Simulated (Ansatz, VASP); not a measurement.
**CsN2: VASP beside Ansatz**

Contents of INCAR:

```
SYSTEM = CsN2
PREC = Accurate ; ENCUT = 600
EDIFF = 1E-6 ; ISMEAR = 0
SIGMA = 0.1 ; LREAL = .False.
LASPH = .True. ; NELM = 150
ALGO = Normal ; ISIF = 3
LWAVE = .False. ; LCHARG = .False.
ISPIN = 2 ; MAGMOM = 0.2 2.49 2.49
LORBIT = 11 ; GGA = PE
IBRION = 2 ; NSW = 90
EDIFFG = -0.04
```

The input KPOINTS:

```
regular mesh
0
Gamma
  6 6 6
  0 0 0
```

POSCAR

```
CsN2
1.0
   -1.8023124826      1.8023124826      4.4212978088
    1.8023124826     -1.8023124826      4.4212978088
    1.8023124826      1.8023124826     -4.4212978088
Cs N
1 2
Direct
    0.0000000000      0.0000000000      0.0000000000
    0.6650000000      0.6650000000      0.0000000000
    0.3350000000      0.3350000000      0.0000000000
```

Input for Ansatz:

```yaml
crystal:
  lattice:
    - [-1.8023124826, 1.8023124826, 4.4212978088]
    - [1.8023124826, -1.8023124826, 4.4212978088]
    - [1.8023124826, 1.8023124826, -4.4212978088]
  atoms:
    - { symbol: Cs, position: [0.0, 0.0, 0.0], spin: 0.2 }
    - { symbol: "N", position: [0.665, 0.665, 0.0], spin: 2.49 }
    - { symbol: "N", position: [0.335, 0.335, 0.0], spin: 2.49 }
basis:
  ecutwfc: 420
kpoints:
  mp_grid: { grid: [6, 6, 6] }
hamiltonian:
  xc: pbe
scf:
  occupations: { method: gaussian, width: 0.1 }
  lower_state_search: "off"
output:
  forces: true
  stress: true
  eigenvalues: true
  populations: true
magnetization:
  spin_polarized: true
relax:
  adjacent_minimum: "off"
  f_tol: 0.04
  max_steps: 70
  cell: { stress_tol: 0.4 }
```

Alike in both runs: task relaxation of cell and atoms; functional PBE; k mesh 6 × 6 × 6; occupations gaussian, width 0.1 eV; collinear spin.

```csv
,VASP,Ansatz
version,VASP 6.6.1,Ansatz 0.2.0
potentials or method,"VASP PAW PBE potentials, release 64 (Cs_sv, N), cutoff 600 eV","scalar-relativistic, plane waves, PAW"
valence electrons in the cell,19,19
```

```tsv
	VASP	Ansatz	Ansatz less VASP
gap on the k mesh at the Fermi level, each at its own relaxed structure (eV)	0.10	0.10	+0.003
net moment per atom (μB)	1.67	1.67	0.000
size of the moment on the site where the two differ most (μB)	1.58	2.15	+0.573
relaxed volume (Å³/atom)	27.95	28.11	+0.166
relaxed length of the cell vector where the two differ most in proportion (Å)	5.530	5.530	+0.0002
```

Site moments also hang on the region over which each program counts them.

Neither program's run includes spin-orbit coupling. Noted on VASP's run: the volume moved by over 15 % at a fixed basis, so the end points are rough.
